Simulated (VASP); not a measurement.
# MgO (Fm-3m) in VASP: a series of runs

MgO is run at these levels: BLYP+D3(BJ), PBE; tasks: single point.

Everything below comes from runs of VASP 6.6.1. Logs are shortened: lines on timing, memory, paths and dates and some standing lists are left out, and cuts for length are marked.

## (1) The cell of the first run

It takes space group Fm-3m (No. 225, cubic). Conventional cell: a = 4.194 Å, b = 4.194 Å, c = 4.194 Å, α = 90.00°, β = 90.00°, γ = 90.00°. Mg (site symmetry m-3m) has 6 O at 2.10 Å within 2.8 Å. Within 2.8 Å of O (site symmetry m-3m) lie 6 Mg at 2.10 Å.

## (2) Single point, BLYP+D3(BJ)

Input file INCAR:

```
SYSTEM = MgO
AGGAC = 1.0 ; AGGAX = 1.0
ALDAC = 0.0 ; ALDAX = 1.0
ALGO = Normal ; EDIFF = 1E-7
ENCUT = 520 ; GGA = B5
ISIF = 2 ; ISMEAR = 1
IVDW = 12 ; LASPH = .True.
LCHARG = .False. ; LREAL = .False.
LWAVE = .False. ; NBANDS = 11
NELM = 100 ; PREC = Accurate
SIGMA = 0.01 ; VDW_A1 = 0.4298
VDW_A2 = 4.2359 ; VDW_S6 = 1.0
VDW_S8 = 2.6996
```

Input file KPOINTS:

```
k-points
0
Gamma
  11 11 11
  0 0 0
```

Input file POSCAR:

```
MgO
1.0
    2.9656078100      0.0000000000      0.0000000000
    1.4828039050      2.5682917011      0.0000000000
    1.4828039050      0.8560972337      2.4214086372
Mg O
1 1
Direct
    0.0000000000      0.0000000000      0.0000000000
    0.5000000000      0.5000000000      0.5000000000
```

Potentials or basis: VASP PAW PBE potentials, release 64 (Mg, O).

Started as:

```
> cat potpaw_PBE.64/Mg/POTCAR potpaw_PBE.64/O/POTCAR > POTCAR
> mpirun -np 1 vasp_std > vasp.out
```

OUTCAR:

```text
SYSTEM = MgO
   EDIFF = 1E-7
   ENCUT = 520
   GGA = B5
   ISIF = 2
   ISMEAR = 1
   IVDW = 12
   LASPH = .True.
   LREAL = .False.
   NELM = 100
   PREC = Accurate
 IVDW          = 12

 ion  position               nearest neighbor table
   1  0.000  0.000  0.000-   2 2.10   2 2.10   2 2.10   2 2.10   2 2.10   2 2.10
   2  0.500  0.500  0.500-   1 2.10   1 2.10   1 2.10   1 2.10   1 2.10   1 2.10

  LATTYP: Found a face centered cubic cell.
 ALAT       =     4.1940027856

  Lattice vectors:

 A1 = (   2.9656078100,   0.0000000000,   0.0000000000)
 A2 = (   1.4828039050,   2.5682917011,   0.0000000000)
 A3 = (   1.4828039050,   0.8560972337,   2.4214086372)

Analysis of symmetry for initial positions (statically):
=====================================================================
 Subroutine PRICEL returns:
 Original cell was already a primitive cell.

 Routine SETGRP: Setting up the symmetry group for a
 face centered cubic supercell.

 Subroutine GETGRP returns: Found 48 space group operations
 (whereof 48 operations were pure point group operations)
 out of a pool of 48 trial point group operations.

The static configuration has the point symmetry O_h .

Analysis of symmetry for dynamics (positions and initial velocities):
=====================================================================
 Subroutine PRICEL returns:
 Original cell was already a primitive cell.

 Routine SETGRP: Setting up the symmetry group for a
 face centered cubic supercell.

 Subroutine GETGRP returns: Found 48 space group operations
 (whereof 48 operations were pure point group operations)
 out of a pool of 48 trial point group operations.

The dynamic configuration has the point symmetry O_h .

 Subroutine INISYM returns: Found 48 space group operations
 (whereof 48 operations are pure point group operations),
 and found     1 'primitive' translations

----------------------------------------------------------------------------------------

                                     Primitive cell

  volume of cell :      18.4428

  direct lattice vectors                    reciprocal lattice vectors
     2.965607810  0.000000000  0.000000000     0.337199004 -0.194681936 -0.137660917
     1.482803905  2.568291701  0.000000000     0.000000000  0.389363872 -0.137660917
     1.482803905  0.856097234  2.421408637     0.000000000  0.000000000  0.412982751

  length of vectors
     2.965607810  2.965607810  2.965607810     0.412982751  0.412982751  0.412982751

  position of ions in fractional coordinates (direct lattice)
     0.000000000  0.000000000  0.000000000
     0.500000000  0.500000000  0.500000000

  ion indices of the primitive-cell ions
   primitive index   ion index
                 1           1
                 2           2

----------------------------------------------------------------------------------------

 KPOINTS: k-points

Automatic generation of k-mesh.
 Grid dimensions read from file:
 generate k-points for:   11   11   11

 Generating k-lattice:

  Cartesian coordinates                     Fractional coordinates (reciprocal lattice)
     0.030654455 -0.017698358 -0.012514629     0.090909091  0.000000000  0.000000000
     0.000000000  0.035396716 -0.012514629     0.000000000  0.090909091  0.000000000
     0.000000000  0.000000000  0.037543886     0.000000000  0.000000000  0.090909091

  Length of vectors
     0.037543886  0.037543886  0.037543886

  Shift w.r.t. Gamma in fractional coordinates (k-lattice)
     0.000000000  0.000000000  0.000000000

 Subroutine IBZKPT returns following result:
 ===========================================

 Found     56 irreducible k-points:

 Following reciprocal coordinates:
            Coordinates               Weight
  0.000000  0.000000  0.000000      1.000000
  0.090909 -0.000000 -0.000000      8.000000
  0.181818  0.000000  0.000000      8.000000
  0.272727 -0.000000 -0.000000      8.000000
  0.363636 -0.000000  0.000000      8.000000
  0.454545  0.000000  0.000000      8.000000
[... 16 lines left out ...]
 -0.272727  0.181818  0.000000     24.000000
 -0.181818  0.181818 -0.000000     12.000000
 [... further k-points ...]
   k-points           NKPTS =     56   k-points in BZ     NKDIM =     56   number of bands    NBANDS=     11
   number of dos      NEDOS =    301   number of ions     NIONS =      2
   total plane-waves  NPLWV =  13824
   dimension x,y,z NGX =    24 NGY =   24 NGZ =   24
   dimension x,y,z NGXF=    48 NGYF=   48 NGZF=   48
   ions per type =               1   1
   NGX,Y,Z   is equivalent  to a cutoff of  13.45, 13.45, 13.45 a.u.
   NGXF,Y,Z  is equivalent  to a cutoff of  26.91, 26.91, 26.91 a.u.
 SYSTEM =  MgO
   PREC   = accura    normal or accurate (medium, high low for compatibility)
   ISTART =      0    job   : 0-new  1-cont  2-samecut
   ICHARG =      2    charge: 1-file 2-atom 10-const
   ISPIN  =      1    spin polarized calculation?
   LNONCOLLINEAR =      F non collinear calculations
   LSORBIT =      F    spin-orbit coupling
   LASPH  =      T    aspherical Exc in radial PAW
   ENCUT  =  520.0 eV  38.22 Ry    6.18 a.u.   5.51  5.51  5.51*2*pi/ulx,y,z
   NELM   =    100;   NELMIN=  2; NELMDL= -5     # of ELM steps
   EDIFF  = 0.1E-06   stopping-criterion for ELM
   LREAL  =      F    real-space projection
   EDIFFG = 0.1E-05   stopping-criterion for IOM
   NSW    =      0    number of steps for IOM
   IBRION =     -1    ionic relax: 0-MD 1-quasi-New 2-CG
   NFREE  =      0    steps in history (QN), initial steepest desc. (CG)
   ISIF   =      2    stress and relaxation
   ISYM   =      2    0-nonsym 1-usesym 2-fastsym
   POTIM  = 0.5000    time-step for ionic-motion
   TEBEG  =    0.0;   TEEND  =   0.0 temperature during run
   PSTRESS=    0.0 pullay stress
   NELECT =       8.0000    total number of electrons
   NUPDOWN=      -1.0000    fix difference up-down
   EMIN   =  10.00;   EMAX   =-10.00  energy-range for DOS
   EFERMI =   0.00;   METHOD = LEGACY
   ISMEAR =     1;   SIGMA  =   0.01  broadening in eV -4-tet -1-fermi 0-gaus
   EFERMI_NEDOS =   21; number of points for ismear=-14 and -15
   IALGO  =     38    algorithm
   IMIX   =      4    mixing-type and parameters
     AMIX     =   0.40;   BMIX     =  1.00
     AMIX_MAG =   1.60;   BMIX_MAG =  1.00
  volume/ion in A,a.u.               =       9.22        62.23
  Fermi-wavevector in a.u.,A,eV,Ry     =   1.239261  2.341864 20.895389  1.535768
  Thomas-Fermi vector in A             =   2.373752
   LORBIT       =      0    0 simple, 1 ext, 2 COOP (PROOUT), +10 PAW based schemes
   GGA     = B5    functional components
   LHFCALC =     F    Hartree Fock is set to
   AEXX    =    0.0000 exact exchange contribution
   IVDW    =    12    specifies the selected vdW correction
   LEPSILON=     F    determine dielectric tensor
   LRPA    =     F    only Hartree local field effects (RPA)
 non-spin polarized calculation
 Methfessel and Paxton  Order N= 1 SIGMA  =   0.01
  energy-cutoff  :      520.00
  volume of cell :       18.44
 maximum number of plane-waves:       531
 NGX is ok and might be reduce to    24
   NGX = 11   NGY = 11   NGZ = 11

 number of electron       8.0000004 magnetization

 Free energy of the ion-electron system (eV)
  ---------------------------------------------------
  ext. energy  EPLUGINS =         0.00000000
  ---------------------------------------------------
  free energy    TOTEN  =       -11.32365459 eV

  energy without entropy =      -11.32365590  energy(sigma->0) =      -11.32365503

 E-fermi :   3.6108     XC(G=0): -10.6494

 val. band max:        3.6024207428   @ k =   0.0000   0.0000   0.0000
 cond. band min:       8.7457185969   @ k =   0.0000   0.0000   0.0000
 fundamental gap:      5.1432978540
 Fermi energy:         3.6108391899

 k-point     1 :       0.0000    0.0000    0.0000
  band No.  band energies     occupation
      1     -13.6060      2.00000
      2       3.6024      2.00003
      3       3.6024      1.99998
      4       3.6024      1.99998
      5       8.7457      0.00000
      6      19.6604      0.00000
      7      19.6604      0.00000
      8      19.6604      0.00000
      9      24.1072      0.00000
     10      25.2481      0.00000
     11      25.2481      0.00000

 k-point     2 :       0.0909   -0.0000   -0.0000
  band No.  band energies     occupation
      1     -13.5169      2.00000
      2       3.0744      2.00000
      3       3.5458      2.00000
      4       3.5458      2.00000
      5       9.2552      0.00000
      6      18.6546      0.00000
      7      19.8634      0.00000
      8      19.8634      0.00000
      9      24.6342      0.00000
     10      24.6342      0.00000
     11      25.4631      0.00000

 k-point     3 :       0.1818    0.0000    0.0000
  band No.  band energies     occupation
      1     -13.2682      2.00000
      2       1.9276      2.00000
      3       3.3979      2.00000
      4       3.3979      2.00000
      5      10.3116      0.00000
      6      17.2499      0.00000
      7      20.3099      0.00000
      8      20.3099      0.00000
      9      23.9341      0.00000
     10      23.9341      0.00000
     11      26.3566      0.00000
[... 267 lines left out ...]
 k-point    23 :      -0.2727    0.1818    0.0000
  band No.  band energies     occupation
      1     -12.4991      2.00000
      2       0.1426      2.00000
      3       2.0712      2.00000
      4       3.0373      2.00000
      5      12.8718      0.00000
      6      15.8901      0.00000
      7      18.4928      0.00000
      8      21.2230      0.00000
      9      23.4587      0.00000
     10      25.2924      0.00000
     11      28.6607      0.00000

 k-point    24 :      -0.1818    0.1818   -0.0000
  band No.  band energies     occupation
      1     -12.8116      2.00000
      2       0.7938      2.00000
      3       2.5028      2.00000
      4       3.2249      2.00000
      5      11.9998      0.00000
      6      16.0540      0.00000
      7      19.3212      0.00000
      8      21.8048      0.00000
      9      21.8911      0.00000
     10      25.1432      0.00000
     11      28.5244      0.00000

 [... further k-points ...]

------------------------ aborting loop because EDIFF is reached ----------------------------------------

 Edisp (eV)   -1.29111

 E8    (eV) :    -0.9015

  FORCE on cell =-STRESS in cart. coord.  units (eV):
  Direction    XX          YY          ZZ          XY          YZ          ZX
  --------------------------------------------------------------------------------------
  -------------------------------------------------------------------------------------
  Total      -0.32167    -0.32167    -0.32167     0.00000     0.00000    -0.00000
  in kB     -27.94414   -27.94414   -27.94414     0.00000     0.00000    -0.00000
  external pressure =      -27.94 kB  Pullay stress =        0.00 kB

 VOLUME and BASIS-vectors are now :
 -----------------------------------------------------------------------------
  energy-cutoff  :      520.00
  volume of cell :       18.44
      direct lattice vectors                 reciprocal lattice vectors
     2.965607810  0.000000000  0.000000000     0.337199004 -0.194681936 -0.137660917
     1.482803905  2.568291701  0.000000000     0.000000000  0.389363872 -0.137660917
     1.482803905  0.856097234  2.421408637     0.000000000  0.000000000  0.412982751

 POSITION                                       TOTAL-FORCE (eV/Angst)
 -----------------------------------------------------------------------------------
      0.00000      0.00000      0.00000        -0.000000      0.000000      0.000000
      2.96561      1.71219      1.21070         0.000000     -0.000000      0.000000
 -----------------------------------------------------------------------------------
    total drift:                                0.000000      0.000000     -0.000000

  FREE ENERGIE OF THE ION-ELECTRON SYSTEM (eV)
  ---------------------------------------------------
  free  energy   TOTEN  =       -12.6147647112 eV

  energy  without entropy=      -12.6147660181  energy(sigma->0) =      -12.61476515
```

Run time: 10 s. Hardware: 1 thread of Intel Xeon Platinum 8488C (Sapphire Rapids), shared host; peak memory 0.15 GiB.

What came out:

```
Free energy                : -12.6148 eV
Pressure                   : -2.8 GPa
Band gap on the k mesh     : 5.14 eV, direct
Dispersion energy per atom : -0.646 eV
```

Levels at points of the mesh, in eV from the valence-band top:
```tsv
k point	band 1	band 2	band 3	band 4	band 5	band 6	band 7	band 8	band 9
(0.00, 0.00, 0.00)	-17.21	0.00	0.00	0.00	5.14	16.06	16.06	16.06	20.50
```

Caveat: the PAW data sets were made with another functional, which shifts forces and pressure a little.

(Part 1 of 2 ends here.)
